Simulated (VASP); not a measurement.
# WC3 (Pm-3m) in VASP: notebook, part 2 of 2

VASP 6.6.1. The steps go on from the part before.

## 3. Relaxation of cell and atoms, PBE

This run uses another cell than the first one, of 8.56 Å³/atom, 0.997 times its volume.

Input file INCAR:

```
ALGO = Normal
EDIFF = 1E-6
EDIFFG = -0.01
ENCUT = 600
GGA = PE
IBRION = 2
ISIF = 3
ISMEAR = 0
LASPH = True
LCHARG = False
LREAL = False
LWAVE = False
NELM = 60
NSW = 100
PREC = Accurate
SIGMA = 0.1
```

Input file KPOINTS:

```
k-points
0
Gamma
  14 14 14
```

Input file POSCAR:

```
WC3
1.0
    3.2469190624      0.0000000000      0.0000000000
    0.0000000000      3.2469190624      0.0000000000
    0.0000000000      0.0000000000      3.2469190624
W C
1 3
Direct
    0.0000000000      0.0000000000      0.0000000000
    0.0000000000      0.5000000000      0.5000000000
    0.5000000000      0.0000000000      0.5000000000
    0.5000000000      0.5000000000      0.0000000000
```

Potentials or basis: VASP PAW PBE potentials, release 64 (W_sv, C).

Command:

```bash
cat potpaw_PBE.64/W_sv/POTCAR potpaw_PBE.64/C/POTCAR > POTCAR
mpirun -np 1 vasp_std > vasp.out
```

OUTCAR:

```text
EDIFF = 1E-6
   EDIFFG = -0.01
   ENCUT = 600
   GGA = PE
   IBRION = 2
   ISIF = 3
   ISMEAR = 0
   LASPH = True
   LREAL = False
   NELM = 60
   NSW = 100
   PREC = Accurate

 ion  position               nearest neighbor table
   1  0.000  0.000  0.000-   2 2.30   3 2.30   4 2.30   2 2.30   3 2.30   2 2.30   4 2.30   2 2.30
                             3 2.30   4 2.30   3 2.30   4 2.30
   2  0.000  0.500  0.500-   1 2.30   1 2.30   1 2.30   1 2.30
   3  0.500  0.000  0.500-   1 2.30   1 2.30   1 2.30   1 2.30
   4  0.500  0.500  0.000-   1 2.30   1 2.30   1 2.30   1 2.30

  LATTYP: Found a simple cubic cell.
 ALAT       =     3.2469190624

  Lattice vectors:

 A1 = (   3.2469190624,   0.0000000000,   0.0000000000)
 A2 = (   0.0000000000,   3.2469190624,   0.0000000000)
 A3 = (   0.0000000000,   0.0000000000,   3.2469190624)

Analysis of symmetry for initial positions (statically):
=====================================================================
 Subroutine PRICEL returns:
 Original cell was already a primitive cell.

 Routine SETGRP: Setting up the symmetry group for a
 simple cubic supercell.

 Subroutine GETGRP returns: Found 48 space group operations
 (whereof 48 operations were pure point group operations)
 out of a pool of 48 trial point group operations.

[... 173 lines left out ...]
  Direction    XX          YY          ZZ          XY          YZ          ZX
  --------------------------------------------------------------------------------------
  -------------------------------------------------------------------------------------
  Total        0.3134165      0.3134165      0.3134165     -0.0000000     -0.0000000     -0.0000000
  in kB       14.6695930     14.6695930     14.6695930     -0.0000000     -0.0000000     -0.0000000
  external PRESSURE =      14.6695930 kB  Pullay stress =       0.0000000 kB
[... 63 lines left out ...]
--------------------------------------- Ionic step        3  -------------------------------------------

 number of electron      26.0000002 magnetization

 Free energy of the ion-electron system (eV)
  ---------------------------------------------------
  ext. energy  EPLUGINS =         0.00000000
  ---------------------------------------------------
  free energy    TOTEN  =       -30.61421940 eV

  energy without entropy =      -30.60316517  energy(sigma->0) =      -30.60869228

 E-fermi :  10.7223     XC(G=0): -13.4975

 val. band max:       10.7205144019   @ k =   0.5000   0.5000   0.0714
 cond. band min:      10.7352696557   @ k =   0.5000   0.4286   0.1429
 fundamental gap:      0.0147552537
 Fermi energy:        10.7222586828

 k-point     1 :       0.0000    0.0000    0.0000
  band No.  band energies     occupation
      1     -64.7956      2.00000
      2     -28.9165      2.00000
      3     -28.9165      2.00000
      4     -28.9165      2.00000
      5      -6.5679      2.00000
      6       1.6807      2.00000
[... 457 lines left out ...]
      4     -28.8899      2.00000
      5      -4.2670      2.00000
      6      -1.1035      2.00000
[... 9 lines left out ...]
     16      13.4144      0.00000
     17      13.7950      0.00000

 [... further k-points ...]
[... 5 lines left out ...]
  --------------------------------------------------------------------------------------
  -------------------------------------------------------------------------------------
  Total       -0.0008452     -0.0008452     -0.0008452     -0.0000000      0.0000000     -0.0000000
  in kB       -0.0393576     -0.0393576     -0.0393576     -0.0000000      0.0000000     -0.0000000
  external PRESSURE =      -0.0393576 kB  Pullay stress =       0.0000000 kB
[... 19 lines left out ...]
  FREE ENERGIE OF THE ION-ELECTRON SYSTEM (eV)
  ---------------------------------------------------
  free  energy   TOTEN  =       -30.6142193953 eV

  energy  without entropy=      -30.6031651725  energy(sigma->0) =      -30.60869228

 reached required accuracy - stopping structural energy minimisation
```

Run time: 79 s. Hardware: 1 thread of Intel Xeon Platinum 8488C (Sapphire Rapids), shared host; peak memory 0.23 GiB.

What came out:

```yaml
Free_energy: -30.6142 eV
Relaxed_volume: 8.60 Å³/atom
Relaxed_cell: a = 3.252 Å, b = 3.252 Å, c = 3.252 Å, α = 90.00°, β = 90.00°, γ = 90.00°
Space_group_after_relaxing_to_0.05_Å: Pm-3m (No. 221)
Energy_gained_by_relaxing: 0.2 meV/atom
Ionic_steps: 3
Pressure_after_relaxing: 0.0 GPa
Band_gap_on_the_k_mesh: zero (band 13 reaches 12.24 eV, above the bottom of band 14 at 9.98 eV)
```

The path:
```
step  energy change (eV)  largest force (eV/Å)  pressure (GPa)  volume (Å³)
   1              0.0000                0.0000            1.47        34.23
   2              0.0004                0.0000           -1.74        34.62
   3             -0.0008                0.0000            0.00        34.40
```

Final structure:
```cif
data_structure
_symmetry_space_group_name_H-M 'P 1'
_symmetry_Int_Tables_number 1
_cell_length_a 3.2524
_cell_length_b 3.2524
_cell_length_c 3.2524
_cell_angle_alpha 90.000
_cell_angle_beta 90.000
_cell_angle_gamma 90.000
_cell_volume 34.40
loop_
_atom_site_label
_atom_site_type_symbol
_atom_site_fract_x
_atom_site_fract_y
_atom_site_fract_z
_atom_site_occupancy
W1 W 0.00000 0.00000 0.00000 1
C1 C 0.00000 0.50000 0.50000 1
C2 C 0.50000 0.00000 0.50000 1
C3 C 0.50000 0.50000 0.00000 1
```

Levels at points of the mesh, in eV from the Fermi level:
```csv
k point,band 9,band 10,band 11,band 12,band 13,band 14,band 15,band 16,band 17
"(0.00, 0.00, 0.00)",-5.34,-5.34,-0.50,-0.50,-0.50,0.29,0.29,0.29,1.39
"(0.50, 0.00, 0.00)",-6.45,-6.34,-1.65,-1.65,-1.20,-0.21,0.58,2.02,2.02
"(0.50, 0.50, 0.00)",-5.31,-5.31,-1.81,-1.03,-0.35,-0.35,-0.03,1.32,3.62
"(0.50, 0.50, 0.50)",-6.17,-6.17,-6.17,1.37,1.37,3.83,3.83,3.83,3.91
```

Caveat: spin-orbit coupling is left out, which moves the levels of the heavy elements.
